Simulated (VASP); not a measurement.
Set up this calculation in VASP 6.6.1, as the native input.

- Task: single point
- Functional: PBE
- Potentials or basis: VASP PAW PBE potentials, release 64 (C, Li_sv)
- Cutoff: 520 eV
- k mesh: 2 × 2 × 1
- Occupations: fermi-dirac, width 0.05 eV
- Spin: collinear spin, zero start
- Starting moments: [0.0, 0.0, 0.0, 0.0, 0.0, 0.0, 0.0, 0.0, 0.0, 0.0, 0.0, 0.0, 0.0, 0.0, 0.0, 0.0, 0.0, 0.0, 0.0] μB
- Dipole correction: no
- Further INCAR settings: LREAL = Auto; ALGO = Normal; EDIFF = 1e-07; NBANDS = 56

The structure of LiC18 lies in POSCAR:

```
LiC18
1.0
    7.3980000000      0.0000000000      0.0000000000
   -3.6990000000      6.4068560000      0.0000000000
    0.0000000000      0.0000000000     11.0000000000
C Li
18 1
Direct
   -0.0042112415     -0.0078258353      0.0928385455
    0.2178172536      0.1034441854      0.0931190000
   -0.0046276651      0.3249982519      0.0926686364
    0.2177268609      0.4357819186      0.0911283636
   -0.0049749844      0.6584836619      0.0911333636
    0.2176544652      0.7703073083      0.0853410000
    0.3294781250     -0.0070632148      0.0911339091
    0.5518319180      0.1037206080      0.0926670000
    0.3293891049      0.3252748306      0.0931170909
    0.5514175067      0.4365454757      0.0928375455
    0.3295503284      0.6584115516      0.0853290000
    0.5521798922      0.7702348859      0.0911293636
    0.6629633667     -0.0074106551      0.0926678182
    0.8848000291      0.1031618316      0.0934677273
    0.6624050139      0.3255567161      0.0934667273
    0.8842411774      0.4361298272      0.0926667273
    0.6626878580      0.6585738777      0.0931157273
    0.8845184642      0.7701456065      0.0931197273
    0.2736642691      0.7143033962      0.2608710909
```

One way to write it, as run:

INCAR

```
PREC = Accurate
ENCUT = 520
EDIFF = 1E-7
ISMEAR = -1
SIGMA = 0.05
LREAL = Auto
LASPH = True
NELM = 150
ALGO = Normal
ISIF = 2
LWAVE = False
LCHARG = True
ISPIN = 2
MAGMOM = 0 0 0 0 0 0 0 0 0 0 0 0 0 0 0 0 0 0 0
LORBIT = 11
GGA = PE
LELF = True
LVHAR = True
NBANDS = 56
```

KPOINTS

```
Automatic mesh
0
Gamma
  2 2 1
```

Potentials or basis: VASP PAW PBE potentials, release 64 (C, Li_sv).

Run with:

```console
$ cat potpaw_PBE.64/C/POTCAR potpaw_PBE.64/Li_sv/POTCAR > POTCAR
$ mpirun -np 1 vasp_std > vasp.out
```

Results of the run:

The largest force is 0.035 eV/Å, the net moment is 0.00 μB per cell and the valence electrons inside the program's atomic spheres are C 2.65, 2.66, 2.67 (each value once); Li 2.05.

Caveat: the k points lie up to 0.49 Å⁻¹ apart.

Run time: 5.1 min on 1 thread of Intel(R) Xeon(R) 6975P-C (Granite Rapids) (shared host), peak memory 0.77 GiB.
